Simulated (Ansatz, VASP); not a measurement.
# One calculation of CrCu3Ni, two programs

```
CELL_PARAMETERS angstrom
4.35825 0.00000 0.00000
0.00000 4.35825 0.00000
0.00000 0.00000 4.35825
ATOMIC_POSITIONS crystal
Cr 0.00000 0.00000 0.00000
Cu 0.00000 0.50000 0.50000
Cu 0.50000 0.00000 0.50000
Cu 0.50000 0.50000 0.00000
Ni 0.50000 0.50000 0.50000
```

Alike in both runs: functional PBE; k mesh 4 × 4 × 4; occupations gaussian, width 0.1 eV; collinear spin.

Ansatz relaxed the structure, and its values are those at the end. VASP's run is a single point on that final structure, the one shown.

|  | VASP | Ansatz |
| --- | --- | --- |
| version | VASP 6.6.1 | Ansatz 0.2.0 |
| potentials or method | VASP PAW PBE potentials, release 64 (Cr_pv, Cu, Ni), cutoff 520 eV | scalar-relativistic, plane waves, PAW |
| valence electrons in the cell | 55 | 89 |

VASP gave:

- gap on the k mesh at the Fermi level (eV): none
- pressure (GPa): 0.3
- net moment per atom (μB): 0.97
- size of the moment on the site where the two differ most (μB): 3.90

Task: Which values does Ansatz return?

Result: gap on the k mesh at the Fermi level (eV): none; pressure (GPa): 0.1; net moment per atom (μB): 0.97; size of the moment on the site where the two differ most (μB): 4.02.

Site moments also hang on the region over which each program counts them. A gap of «none» marks a metal or a gap that the smearing closes. VASP's potentials hold 55 valence electrons a cell and Ansatz's 89, so a difference there can come from the potentials and not from the codes.

The k mesh is coarse, so the values compare programs but aren't converged.
